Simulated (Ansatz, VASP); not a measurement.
**One calculation of Sn, two programs**

The input POSCAR:

```
Sn
1.0
    0.0000000000      3.2161883918      3.2161883918
    3.2161883918      0.0000000000      3.2161883918
    3.2161883918      3.2161883918      0.0000000000
Sn
2
Direct
    0.0000000000      0.0000000000      0.0000000000
    0.2500000000      0.2500000000      0.2500000000
```

Contents of INCAR.step1:

```
SYSTEM = Sn
PREC = Accurate
ENCUT = 520
ISMEAR = 0
SIGMA = 0.1
LREAL = .FALSE.
LASPH = .TRUE.
NELM = 80
NBANDS = 21
GGA = PE
ALGO = Normal
EDIFF = 1E-4
LWAVE = .TRUE.
LCHARG = .FALSE.
```

Contents of INCAR.step2:

```
SYSTEM = Sn
PREC = Accurate
ENCUT = 520
EDIFF = 1E-6
ISMEAR = 0
SIGMA = 0.1
LREAL = .FALSE.
LASPH = .TRUE.
NELM = 80
ALGO = Normal
ISIF = 2
LWAVE = .FALSE.
LCHARG = .FALSE.
METAGGA = R2SCAN
LMIXTAU = .TRUE.
NBANDS = 21
ISTART = 1
```

KPOINTS

```
Automatic mesh
0
G
  12 12 12
  0 0 0
```

Input for Ansatz:

```yaml
crystal:
  lattice:
    - [0.0, 3.2161883918, 3.2161883918]
    - [3.2161883918, 0.0, 3.2161883918]
    - [3.2161883918, 3.2161883918, 0.0]
  atoms:
    - { symbol: Sn, position: [0.0, 0.0, 0.0] }
    - { symbol: Sn, position: [0.25, 0.25, 0.25] }
basis:
  ecutwfc: 500
kpoints:
  mp_grid: { grid: [12, 12, 12] }
hamiltonian:
  xc: r2scan
scf:
  occupations: { method: gaussian, width: 0.1 }
output:
  forces: true
  stress: true
  eigenvalues: true
```

Alike in both runs: task single point; functional r2SCAN; k mesh 12 × 12 × 12; occupations gaussian, width 0.1 eV; no spin polarisation.

```csv
,VASP,Ansatz
version,VASP 6.6.1,Ansatz 0.2.0
potentials or method,"VASP PAW PBE potentials, release 64 (Sn_d), cutoff 520 eV","scalar-relativistic, plane waves, PAW"
valence electrons in the cell,28,28
```

```csv
,VASP,Ansatz,Ansatz less VASP
gap on the k mesh at the Fermi level (eV),none,none,-
pressure (GPa),3.1,3.1,+0.04
```

VASP's potentials were made for PBE, not for r2SCAN. A gap of «none» marks a metal or a gap that the smearing closes.
